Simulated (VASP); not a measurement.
A run of VASP 6.6.1 is set up as follows.

Contents of INCAR:

```
PREC = Accurate ; ENCUT = 520
EDIFF = 1E-7 ; ISMEAR = -1
SIGMA = 0.08 ; LREAL = False
LASPH = True ; NELM = 60
ALGO = Normal ; ISIF = 2
LWAVE = False ; LCHARG = False
GGA = PE ; NBANDS = 15
```

The input KPOINTS:

```
Automatic mesh
0
Gamma
  11 11 11
```

POSCAR

```
KBr
1.0
    0.0000000000      3.7453945821      3.7453945821
    3.7453945821      0.0000000000      3.7453945821
    3.7453945821      3.7453945821      0.0000000000
K Br
1 1
Direct
    0.0000000000      0.0000000000      0.0000000000
    0.2500000000      0.2500000000      0.2500000000
```

Potentials or basis: VASP PAW PBE potentials, release 64 (K_sv, Br).

Launch:

```console
$ cat potpaw_PBE.64/K_sv/POTCAR potpaw_PBE.64/Br/POTCAR > POTCAR
$ mpirun -np 1 vasp_std > vasp.out
```

Q: Predict the pressure.

A: -0.2 GPa.

Q: Estimate the band gap on the k mesh.

A: 4.20 eV, indirect (least direct gap 4.21 eV).

 A k mesh can miss the band edges.
